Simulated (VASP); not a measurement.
Here is a VASP 6.6.1 calculation.

POSCAR

```
AgO2
1.0
    2.7966796001     -1.6200103532      0.0018619433
    2.7966796001      1.6200103532      0.0018619433
   -0.0001285451      0.0000000000      3.9988424268
O Ag
2 1
Direct
    0.6773456619      0.6773456619      0.7113612655
    0.3226543381      0.3226543381      0.2886387345
    0.0000000000      0.0000000000      0.0000000000
```

File INCAR.step1:

```
PREC = Accurate
ENCUT = 520
ISMEAR = 0
SIGMA = 0.1
LREAL = F
LASPH = T
NELM = 80
NBANDS = 18
GGA = PE
ALGO = Normal
EDIFF = 1E-4
LWAVE = T
LCHARG = F
```

The input INCAR.step2:

```
PREC = Accurate
ENCUT = 520
EDIFF = 1E-6
ISMEAR = 0
SIGMA = 0.1
LREAL = F
LASPH = T
NELM = 80
ALGO = Normal
ISIF = 2
LWAVE = F
LCHARG = T
METAGGA = R2SCAN
LMIXTAU = T
LELF = T
LVHAR = T
NBANDS = 18
ISTART = 1
```

File KPOINTS:

```
Automatic mesh
0
Gamma
  6 6 4
```

Potentials or basis: VASP PAW PBE potentials, release 64 (O, Ag).

The run is started by

```console
$ cat potpaw_PBE.64/O/POTCAR potpaw_PBE.64/Ag/POTCAR > POTCAR
$ cp INCAR.step1 INCAR
$ mpirun -np 1 vasp_std > vasp.out
$ cp INCAR.step2 INCAR
$ mpirun -np 1 vasp_std > vasp.out
```

(1) Estimate the pressure.

(2) Estimate the largest force.

(3) Predict the band gap on the k mesh.

Results:

(1) -13.0 GPa.

(2) 1.441 eV/Å.

(3) zero (an odd number of electrons rules out a gap without spin polarisation).

Caveat: the k points lie up to 0.39 Å⁻¹ apart, too coarse for converged energies and pressures of a metal; the PAW data sets were made with another functional, which shifts forces and pressure a little; an odd number of electrons without spin polarisation forces a metal; a magnetic or distorted state may lie lower.
